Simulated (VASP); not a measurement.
The system is CdS (Hawleyite).

```
Cd S
1.0
     0.00000    2.91650    2.91650
     2.91650    0.00000    2.91650
     2.91650    2.91650    0.00000
Cd S
1 1
Direct
  0.00000 0.00000 0.00000
  0.75000 0.75000 0.75000
```

```yaml
Program: VASP 6.6.1
Task: relaxation of cell and atoms
Functional: RPBE
Dispersion: D3(BJ)
Potentials_or_basis: VASP PAW PBE potentials, release 64 (Cd, S)
Cutoff: 600 eV
k_mesh: 8 × 8 × 8
Occupations: fermi-dirac, width 0.05 eV
Spin: no spin polarisation
```

At the start: pressure -3.4 GPa; volume 24.81 Å³/atom.

Task: How do energy, volume and symmetry change on relaxing?

Result: Over 3 steps the energy falls by 15.2 meV/atom and the volume is 23.46 Å³/atom (-5.5 %); space group F-43m (No. 216, to 0.05 Å).

The path:
```csv
step,energy change (eV),largest force (eV/Å),pressure (GPa),volume (Å³)
1,0.0000,0.0000,-3.42,49.62
2,-0.0256,0.0000,1.57,45.91
3,-0.0303,0.0000,0.00,46.91
```

Final structure:
```
CELL_PARAMETERS angstrom
0.00000 2.86251 2.86251
2.86251 0.00000 2.86251
2.86251 2.86251 0.00000
ATOMIC_POSITIONS crystal
Cd 0.00000 0.00000 0.00000
S 0.75000 0.75000 0.75000
```

Caveat: the PAW data sets were made with another functional, which shifts forces and pressure a little.
